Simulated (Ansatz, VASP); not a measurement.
Two plane-wave programs on In3As

File INCAR:

```
SYSTEM = In3As
ALGO = Fast
EDIFF = 1E-7
ENCUT = 520
GGA = PE
ISIF = 2
ISMEAR = 0
IVDW = 12
LASPH = .TRUE.
LCHARG = .TRUE.
LELF = .TRUE.
LREAL = .FALSE.
LVHAR = .TRUE.
LWAVE = .FALSE.
NBANDS = 30
NELM = 80
PREC = Accurate
SIGMA = 0.15
```

Contents of KPOINTS:

```
k-points
0
G
  10 10 10
  0 0 0
```

File POSCAR:

```
In3As
1.0
    4.6021353856      0.0000000000      0.0000000000
    0.0000000000      4.6021353856      0.0000000000
    0.0000000000      0.0000000000      4.6021353856
In As
3 1
Direct
    0.0000000000      0.5000000000      0.5000000000
    0.5000000000      0.0000000000      0.5000000000
    0.5000000000      0.5000000000      0.0000000000
    0.0000000000      0.0000000000      0.0651871305
```

Input for Ansatz:

```yaml
crystal:
  lattice:
    - [4.6021353856, 0.0, 0.0]
    - [0.0, 4.6021353856, 0.0]
    - [0.0, 0.0, 4.6021353856]
  atoms:
    - { symbol: In, position: [0.0, 0.5, 0.5] }
    - { symbol: In, position: [0.5, 0.0, 0.5] }
    - { symbol: In, position: [0.5, 0.5, 0.0] }
    - { symbol: As, position: [0.0, 0.0, 0.0651871305] }
basis:
  ecutwfc: 420
kpoints:
  mp_grid: { grid: [10, 10, 10] }
hamiltonian:
  xc: pbe
  dispersion: d3bj
scf:
  occupations: { method: gaussian, width: 0.15 }
output:
  forces: true
  stress: true
  eigenvalues: true
```

Alike in both runs: task single point; functional PBE; dispersion D3(BJ); k mesh 10 × 10 × 10; occupations gaussian, width 0.15 eV; no spin polarisation.

|  | VASP | Ansatz |
| --- | --- | --- |
| version | VASP 6.6.1 | Ansatz 0.2.0 |
| potentials or method | VASP PAW PBE potentials, release 64 (In_d, As), cutoff 520 eV | scalar-relativistic, plane waves, PAW |
| valence electrons in the cell | 44 | 54 |

```csv
,VASP,Ansatz,Ansatz less VASP
gap on the k mesh at the Fermi level (eV),none,none,-
pressure (GPa),0.5,0.4,-0.01
"traceless stress, the component that is largest in VASP (GPa)",0.07,0.07,0.000
rms of the force components (eV/Å),0.106,0.106,-0.0008
```

Atom by atom the forces differ by 0.002 eV/Å (rms over components). A gap of «none» marks a metal or a gap that the smearing closes. VASP's potentials hold 44 valence electrons a cell and Ansatz's 54, so a difference there can come from the potentials and not from the codes.
